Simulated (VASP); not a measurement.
A run of VASP 6.6.1 is set up as follows.

The input INCAR:

```
ALGO = Normal
EDIFF = 1E-8
ENCUT = 520
GGA = PE
ISIF = 2
ISMEAR = -1
LASPH = T
LCHARG = F
LEFG = T
LREAL = F
LWAVE = F
NBANDS = 44
NELM = 100
PREC = Accurate
SIGMA = 0.02
```

Contents of KPOINTS:

```
k-points
0
Gamma
  5 5 4
```

Contents of POSCAR:

```
SiO2
1.0
    4.9820000000      0.0000000000      0.0000000000
    0.0000000000      4.9820000000      0.0000000000
    0.0000000000      0.0000000000      6.9630000000
Si O
4 8
Direct
    0.2989700000      0.2989700000      0.0000000000
    0.2010300000      0.7989700000      0.2500000000
    0.7010300000      0.7010300000      0.5000000000
    0.7989700000      0.2010300000      0.7500000000
    0.2398900000      0.1034700000      0.1781300000
    0.3965300000      0.7398900000      0.4281300000
    0.7601100000      0.8965300000      0.6781300000
    0.6034700000      0.2601100000      0.9281300000
    0.7398900000      0.3965300000      0.5718700000
    0.8965300000      0.7601100000      0.3218700000
    0.2601100000      0.6034700000      0.0718700000
    0.1034700000      0.2398900000      0.8218700000
```

Potentials or basis: VASP PAW PBE potentials, release 64 (Si, O).

Run with:

```sh
$ cat potpaw_PBE.64/Si/POTCAR potpaw_PBE.64/O/POTCAR > POTCAR
$ mpirun -np 1 vasp_std > vasp.out
```

Question: Estimate the largest force.

Answer: 0.405 eV/Å.

Question: Predict the band gap on the k mesh.

Answer: 5.76 eV.

Forces in eV/Å, atoms in the order of the input:
```
Si   0.119  0.119  0.000
Si  -0.119  0.119  0.000
Si  -0.119 -0.119  0.000
Si   0.119 -0.119  0.000
O   -0.079  0.092  0.387
O   -0.092 -0.079  0.387
O    0.079 -0.092  0.387
O    0.092  0.079  0.387
O   -0.079 -0.092 -0.387
O   -0.092  0.079 -0.387
O    0.079  0.092 -0.387
O    0.092 -0.079 -0.387
```

Caveat: without QUAD_EFG the Cq values of the log hold for a quadrupole moment of 1 mb, not for the nuclei. A k mesh can miss the band edges.
